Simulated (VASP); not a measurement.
# Si12O23 (a cell with a defect) in VASP: single point with PBE

Aim: the single point of Si12O23 (a cell with a defect) with PBE.

Program: VASP 6.6.1. These are calculated values, not measurements. Logs are shortened: lines on timing, memory, paths and dates and some standing lists are left out, and cuts for length are marked.

## (1) The cell of the first run

The cell holds a defect, 35 atoms: a = 7.318 Å, b = 7.318 Å, c = 9.842 Å, α = 70.35°, β = 70.35°, γ = 71.23°.

## (2) Single point, PBE

The input, INCAR:

```
PREC     = Accurate       # precision mode
ENCUT    = 520            # plane-wave cutoff, eV
EDIFF    = 1E-6           # SCF threshold, eV
ISMEAR   = -1             # smearing method
SIGMA    = 0.02           # smearing width, eV
LREAL    = Auto         
LASPH    = T              # aspherical terms in the spheres
NELM     = 80             # most SCF steps
ALGO     = Normal         # electronic algorithm
ISIF     = 2              # what is computed and relaxed
LWAVE    = F              # write WAVECAR
LCHARG   = T              # write CHGCAR
GGA      = PE             # functional
LELF     = T              # ELF
LVHAR    = T            
NBANDS   = 116            # bands
```

The input, KPOINTS:

```
regular mesh
0
Gamma
  2 2 2
```

The input, POSCAR:

```
Si12O23
1.0
   -2.4605000000      4.2617110000      5.4163000000
    4.9210000000      0.0000000000      5.4163000000
    4.9210000000      8.5234220000      0.0000000000
Si O
12 23
Direct
    0.1622097073      0.6484521836      0.9134988395
    0.3647023249      0.8138633011      0.0592960304
    0.2736109351      0.2240555531      0.1267299998
    0.1837504447      0.6580858642      0.4090271147
    0.3118668814      0.8529849547      0.5789771387
    0.2476643276      0.2574513418      0.6430388183
    0.6774455134      0.1561905481      0.1600709203
    0.8234855585      0.3389967634      0.3235521528
    0.7502277270      0.7495904146      0.3926961781
    0.6796297361      0.1517282020      0.6615865644
    0.8147082310      0.3525871551      0.8254987222
    0.7173769322      0.7512797153      0.9055505919
    0.2715195366      0.4199131758      0.9854342779
    0.4002013183      0.0276512748      0.0452132535
    0.7225624832      0.3284998656      0.2043009858
    0.4371177935      0.1925668620      0.2146246297
    0.0653895367      0.2772929218      0.2545926615
    0.7689358665      0.1817053462      0.9814996324
    0.2891942462      0.4366315020      0.4926465802
    0.2118647770      0.0767396209      0.6014006522
    0.7347348083      0.3224283843      0.7014793572
    0.4392099263      0.1804357728      0.7112161320
    0.0544002980      0.3347304739      0.7685991203
    0.7647516235      0.1774026146      0.4820932947
    0.7818382974      0.9336065635      0.2440593846
    0.7333915144      0.5646469989      0.3446254703
    0.2283182341      0.8312539831      0.4531447194
    0.9443238595      0.6791467754      0.4584518542
    0.5543074583      0.8166341439      0.5210916235
    0.2749976026      0.6883340075      0.2292418106
    0.7752318366      0.9301805298      0.7521907228
    0.7028696469      0.5726433417      0.8475494578
    0.2226055917      0.8116050318      0.9619477132
    0.9198384343      0.6779329225      0.9692939557
    0.2488915916      0.6868741525      0.7332627630
```

Potentials or basis: VASP PAW PBE potentials, release 64 (Si, O).

Run with:

```
cat potpaw_PBE.64/Si/POTCAR potpaw_PBE.64/O/POTCAR > POTCAR
mpirun -np 1 vasp_std > vasp.out
```

OUTCAR:

```text
PREC = Accurate
   ENCUT = 520
   EDIFF = 1E-6
   ISMEAR = -1
   LREAL = Auto
   LASPH = T
   NELM = 80
   ISIF = 2
   GGA = PE

 ion  position               nearest neighbor table
   1  0.162  0.648  0.913-  35 1.63  13 1.63  34 1.63  33 1.65   2 3.08   5 3.10  12 3.12   3 3.14

   2  0.365  0.814  0.059-  14 1.62  30 1.64  33 1.64  12 2.50   1 3.08   3 3.11
   3  0.274  0.224  0.127-  16 1.62  13 1.63  17 1.65  14 1.73   7 2.95   2 3.11   1 3.14
   4  0.184  0.658  0.409-  19 1.62  27 1.62  28 1.62  30 1.63   5 3.04   6 3.07   9 3.07
   5  0.312  0.853  0.579-  20 1.62  27 1.62  35 1.63  29 1.63   4 3.04   6 3.09   1 3.10   9 3.10

   6  0.248  0.257  0.643-  22 1.61  23 1.62  20 1.63  19 1.63  11 3.06  10 3.06   4 3.07   5 3.09

   7  0.677  0.156  0.160-  16 1.62  15 1.62  25 1.62  18 1.62   3 2.95   8 3.01  11 3.07   9 3.10

   8  0.823  0.339  0.324-  15 1.62  26 1.63  24 1.63  17 1.64   7 3.01  10 3.09   9 3.14
   9  0.750  0.750  0.393-  28 1.62  29 1.62  26 1.63  25 1.63   4 3.07   7 3.10   5 3.10   8 3.14

  10  0.680  0.152  0.662-  31 1.62  22 1.62  21 1.62  24 1.63  11 3.06   6 3.06   8 3.09  12 3.10

  11  0.815  0.353  0.825-  32 1.61  21 1.62  23 1.63  18 1.63  10 3.06   6 3.06   7 3.07  12 3.08

  12  0.717  0.751  0.906-  32 1.64  34 1.66  31 1.66   2 2.50  11 3.08  10 3.10   1 3.12
  13  0.272  0.420  0.985-   3 1.63   1 1.63
  14  0.400  0.028  0.045-   2 1.62   3 1.73
  15  0.723  0.328  0.204-   8 1.62   7 1.62
  16  0.437  0.193  0.215-   7 1.62   3 1.62
  17  0.065  0.277  0.255-   8 1.64   3 1.65
  18  0.769  0.182  0.981-   7 1.62  11 1.63
[... 15 lines left out ...]
  34  0.920  0.678  0.969-   1 1.63  12 1.66
  35  0.249  0.687  0.733-   5 1.63   1 1.63

  LATTYP: Found a base centered monoclinic cell.
 ALAT       =    11.8979604831
 B/A-ratio  =     0.7163767295
 C/A-ratio  =     0.8272005940
 COS(beta)  =    -0.4136002970

  Lattice vectors:

 A1 = (   2.4605000000,  -4.2617110000,  -5.4163000000)
 A2 = (  -4.9210000000,   0.0000000000,  -5.4163000000)
 A3 = (   4.9210000000,   8.5234220000,   0.0000000000)

Analysis of symmetry for initial positions (statically):
=====================================================================
 Subroutine PRICEL returns:
 Original cell was already a primitive cell.

 Routine SETGRP: Setting up the symmetry group for a
 base centered monoclinic supercell.

 Subroutine GETGRP returns: Found  1 space group operations
 (whereof  1 operations were pure point group operations)
 out of a pool of  4 trial point group operations.

The static configuration has the point symmetry C_1 .

Analysis of symmetry for dynamics (positions and initial velocities):
=====================================================================
 Subroutine PRICEL returns:
 Original cell was already a primitive cell.

 Routine SETGRP: Setting up the symmetry group for a
 base centered monoclinic supercell.

 Subroutine GETGRP returns: Found  1 space group operations
 (whereof  1 operations were pure point group operations)
 out of a pool of  4 trial point group operations.

The dynamic configuration has the point symmetry C_1 .

 Subroutine INISYM returns: Found  1 space group operations
 (whereof  1 operations are pure point group operations),
 and found     1 'primitive' translations

----------------------------------------------------------------------------------------

                                     Primitive cell

  volume of cell :     454.3600

  direct lattice vectors                    reciprocal lattice vectors
    -2.460500000  4.261711000  5.416300000    -0.101605365  0.058661885  0.092313941
     4.921000000  0.000000000  5.416300000     0.101605365 -0.058661885  0.092313941
     4.921000000  8.523422000  0.000000000     0.050802682  0.087992827 -0.046156971

  length of vectors
     7.317960548  7.317960555  9.841999979     0.149287409  0.149287409  0.111598011

  position of ions in fractional coordinates (direct lattice)
     0.162209707  0.648452184  0.913498840
     0.364702325  0.813863301  0.059296030
     0.273610935  0.224055553  0.126730000
     0.183750445  0.658085864  0.409027115
     0.311866881  0.852984955  0.578977139
     0.247664328  0.257451342  0.643038818
[... 27 lines left out ...]
     0.919838434  0.677932922  0.969293956
     0.248891592  0.686874153  0.733262763

  ion indices of the primitive-cell ions
   primitive index   ion index
                 1           1
                 2           2
                 3           3
                 4           4
                 5           5
                 6           6
[... 27 lines left out ...]
                34          34
                35          35

----------------------------------------------------------------------------------------

 KPOINTS: regular mesh

Automatic generation of k-mesh.
 Grid dimensions read from file:
 generate k-points for:    2    2    2

 Generating k-lattice:

  Cartesian coordinates                     Fractional coordinates (reciprocal lattice)
    -0.050802682  0.029330942  0.046156971     0.500000000  0.000000000  0.000000000
     0.050802682 -0.029330942  0.046156971     0.000000000  0.500000000  0.000000000
     0.025401341  0.043996414 -0.023078485     0.000000000 -0.000000000  0.500000000

  Length of vectors
     0.074643705  0.074643705  0.055799006

  Shift w.r.t. Gamma in fractional coordinates (k-lattice)
     0.000000000  0.000000000  0.000000000

 Subroutine IBZKPT returns following result:
 ===========================================

 Found      8 irreducible k-points:

 Following reciprocal coordinates:
            Coordinates               Weight
  0.000000  0.000000  0.000000      1.000000
  0.500000  0.000000  0.000000      1.000000
  0.000000  0.500000  0.000000      1.000000
  0.500000  0.500000  0.000000      1.000000
 -0.000000 -0.000000  0.500000      1.000000
  0.500000 -0.000000  0.500000      1.000000
  0.000000  0.500000  0.500000      1.000000
  0.500000  0.500000  0.500000      1.000000
   k-points           NKPTS =      8   k-points in BZ     NKDIM =      8   number of bands    NBANDS=    116
   number of dos      NEDOS =    301   number of ions     NIONS =     35
   total plane-waves  NPLWV = 233280
   dimension x,y,z NGX =    54 NGY =   54 NGZ =   80
   dimension x,y,z NGXF=   108 NGYF=  108 NGZF=  160
   ions per type =              12  23
   NGX,Y,Z   is equivalent  to a cutoff of  12.27, 12.27, 13.51 a.u.
   NGXF,Y,Z  is equivalent  to a cutoff of  24.53, 24.53, 27.03 a.u.
 SYSTEM =  unknown system
   PREC   = accura    normal or accurate (medium, high low for compatibility)
   ISTART =      0    job   : 0-new  1-cont  2-samecut
   ICHARG =      2    charge: 1-file 2-atom 10-const
   ISPIN  =      1    spin polarized calculation?
   LNONCOLLINEAR =      F non collinear calculations
   LSORBIT =      F    spin-orbit coupling
   LASPH  =      T    aspherical Exc in radial PAW
   ENCUT  =  520.0 eV  38.22 Ry    6.18 a.u.  13.61 13.61 18.30*2*pi/ulx,y,z
   NELM   =     80;   NELMIN=  2; NELMDL= -5     # of ELM steps
   EDIFF  = 0.1E-05   stopping-criterion for ELM
   LREAL  =      T    real-space projection
   EDIFFG = 0.1E-04   stopping-criterion for IOM
   NSW    =      0    number of steps for IOM
   IBRION =     -1    ionic relax: 0-MD 1-quasi-New 2-CG
   NFREE  =      0    steps in history (QN), initial steepest desc. (CG)
   ISIF   =      2    stress and relaxation
   ISYM   =      2    0-nonsym 1-usesym 2-fastsym
   POTIM  = 0.5000    time-step for ionic-motion
   TEBEG  =    0.0;   TEEND  =   0.0 temperature during run
   PSTRESS=    0.0 pullay stress
   NELECT =     186.0000    total number of electrons
   NUPDOWN=      -1.0000    fix difference up-down
   EMIN   =  10.00;   EMAX   =-10.00  energy-range for DOS
   EFERMI =   0.00;   METHOD = LEGACY
   ISMEAR =    -1;   SIGMA  =   0.02  broadening in eV -4-tet -1-fermi 0-gaus
   EFERMI_NEDOS =   21; number of points for ismear=-14 and -15
   IALGO  =     38    algorithm
   IMIX   =      4    mixing-type and parameters
     AMIX     =   0.40;   BMIX     =  1.00
     AMIX_MAG =   1.60;   BMIX_MAG =  1.00
  volume/ion in A,a.u.               =      12.98        87.60
  Fermi-wavevector in a.u.,A,eV,Ry     =   1.215568  2.297090 20.104032  1.477605
  Thomas-Fermi vector in A             =   2.350950
   LORBIT       =      0    0 simple, 1 ext, 2 COOP (PROOUT), +10 PAW based schemes
   GGA     = PE    functional components
   LHFCALC =     F    Hartree Fock is set to
   AEXX    =    0.0000 exact exchange contribution
   IVDW    =     0    specifies the selected vdW correction
   LEPSILON=     F    determine dielectric tensor
   LRPA    =     F    only Hartree local field effects (RPA)
 non-spin polarized calculation
  energy-cutoff  :      520.00
  volume of cell :      454.36
 maximum number of plane-waves:     12292
   NGX = 27   NGY = 27   NGZ = 37

 number of electron     185.9999995 magnetization

 Free energy of the ion-electron system (eV)
  ---------------------------------------------------
  ext. energy  EPLUGINS =         0.00000000
  ---------------------------------------------------
  free energy    TOTEN  =      -272.98234715 eV

  energy without entropy =     -272.98234715  energy(sigma->0) =     -272.98234715

 E-fermi :   2.6186     XC(G=0):  -9.1296

 val. band max:        2.1058225348   @ k =   0.5000   0.0000   0.0000
 cond. band min:       6.6554777205   @ k =   0.0000   0.0000   0.0000
 fundamental gap:      4.5496551857
 Fermi energy:         2.6186150506

 k-point     1 :       0.0000    0.0000    0.0000
  band No.  band energies     occupation
      1     -18.2686      2.00000
      2     -17.8284      2.00000
      3     -17.7232      2.00000
      4     -17.6267      2.00000
      5     -17.3194      2.00000
      6     -17.2711      2.00000
[... 97 lines left out ...]
    104      10.2567      0.00000
    105      10.3035      0.00000

 k-point     2 :       0.5000    0.0000    0.0000
  band No.  band energies     occupation
      1     -18.0274      2.00000
      2     -17.9949      2.00000
      3     -17.7619      2.00000
      4     -17.6464      2.00000
      5     -17.3632      2.00000
      6     -17.3331      2.00000
[... 745 lines left out ...]
    104      10.0902      0.00000
    105      10.2217      0.00000
 [bands above 105 left out]

------------------------ aborting loop because EDIFF is reached ----------------------------------------

  FORCE on cell =-STRESS in cart. coord.  units (eV):
  Direction    XX          YY          ZZ          XY          YZ          ZX
  --------------------------------------------------------------------------------------
  -------------------------------------------------------------------------------------
  Total        0.9074288      8.0648448      4.1261694      0.3517931      4.8638693      6.2845284
  in kB        3.1998019     28.4384900     14.5498185      1.2405030     17.1511172     22.1606867
  external PRESSURE =      15.3960368 kB  Pullay stress =       0.0000000 kB

 VOLUME and BASIS-vectors are now :
 -----------------------------------------------------------------------------
  energy-cutoff  :      520.00
  volume of cell :      454.36
      direct lattice vectors                 reciprocal lattice vectors
    -2.460500000  4.261711000  5.416300000    -0.101605365  0.058661885  0.092313941
     4.921000000  0.000000000  5.416300000     0.101605365 -0.058661885  0.092313941
     4.921000000  8.523422000  0.000000000     0.050802682  0.087992827 -0.046156971

 POSITION                                       TOTAL-FORCE (eV/Angst)
 -----------------------------------------------------------------------------------
      7.28724      8.47743      4.39079         0.160540     -0.032046      0.081961
      3.39947      2.05966      6.38347        -1.915398      0.451629      0.638016
      1.05300      2.24622      2.69551        -0.190081      0.144392      0.624317
      4.79914      4.26940      4.55964        -0.140788     -0.134494      0.124739
      6.27934      6.26395      6.30919        -0.008224     -0.008633     -0.025829
      3.82193      6.53636      2.73586        -0.019728     -0.027020      0.017011
[... 27 lines left out ...]
      5.84274     12.18179      8.65401         0.035869     -0.063331     -0.083302
      6.37610      7.31061      5.06839         0.028924     -0.016935     -0.018593
 -----------------------------------------------------------------------------------
    total drift:                                0.001975      0.007939     -0.006694

  FREE ENERGIE OF THE ION-ELECTRON SYSTEM (eV)
  ---------------------------------------------------
  free  energy   TOTEN  =      -272.9823471451 eV

  energy  without entropy=     -272.9823471450  energy(sigma->0) =     -272.98234715
```

Wall time 27 min (1 thread of Intel Xeon 8259CL, shared host); peak memory 0.64 GiB.

Results:

| Item | Value |
| --- | --- |
| Free energy | -272.9823 eV |
| Pressure | 1.5 GPa |
| Largest force | 3.661 eV/Å |
| Band gap on the k mesh | 4.55 eV |

Forces in eV/Å, atoms in the order of the input:
```
Si   0.161 -0.032  0.082
Si  -1.915  0.452  0.638
Si  -0.190  0.144  0.624
Si  -0.141 -0.134  0.125
Si  -0.008 -0.009 -0.026
Si  -0.020 -0.027  0.017
Si  -0.052  0.083  0.084
Si  -0.133  0.045  0.034
Si  -0.028  0.067  0.013
Si  -0.067  0.038 -0.064
Si  -0.141 -0.029 -0.026
Si   0.015  0.044 -0.579
O    0.062 -0.097  0.001
O    3.520 -0.638 -0.779
O   -0.046  0.010  0.076
O    0.193  0.244  0.210
O   -0.688 -0.218 -0.295
O   -0.015 -0.015 -0.077
O   -0.002 -0.032  0.000
O   -0.026 -0.016  0.017
O   -0.098 -0.009 -0.040
O   -0.033 -0.024  0.005
O   -0.071  0.036 -0.038
O   -0.062  0.059  0.046
O    0.010  0.005 -0.020
O   -0.172  0.097  0.091
O   -0.034 -0.008  0.029
O   -0.054  0.001  0.061
O   -0.038 -0.019 -0.018
O    0.027 -0.108  0.253
O    0.234  0.153 -0.271
O   -0.287 -0.095 -0.064
O    0.035  0.112 -0.007
O    0.036 -0.063 -0.083
O    0.029 -0.017 -0.019
```

Levels at points of the mesh, in eV from the valence-band top:
```
           k point  band 89  band 90  band 91  band 92  band 93  band 94  band 95  band 96  band 97  band 98
(0.00, 0.00, 0.00)    -1.36    -1.33    -1.23    -1.14    -0.11     4.55     5.37     5.84     6.10     7.09
(0.50, 0.00, 0.00)    -1.27    -1.21    -1.17    -1.05     0.00     4.92     5.20     5.87     6.16     6.77
(0.00, 0.50, 0.00)    -1.32    -1.27    -1.16    -1.09    -0.05     4.85     5.51     5.94     6.27     6.65
(0.50, 0.50, 0.00)    -1.30    -1.23    -1.16    -1.05     0.00     5.00     5.39     5.74     6.68     6.77
(0.00, 0.00, 0.50)    -1.38    -1.31    -1.27    -1.17    -0.07     4.81     5.16     5.84     6.20     6.76
(0.50, 0.00, 0.50)    -1.35    -1.26    -1.19    -1.15    -0.01     5.00     5.21     5.77     6.45     6.70
(0.00, 0.50, 0.50)    -1.33    -1.26    -1.14    -1.11    -0.04     4.94     5.42     5.96     6.26     6.70
(0.50, 0.50, 0.50)    -1.27    -1.21    -1.15    -1.06    -0.03     4.95     5.46     5.76     6.50     7.01
```

Caveat: the k points lie up to 0.47 Å⁻¹ apart.
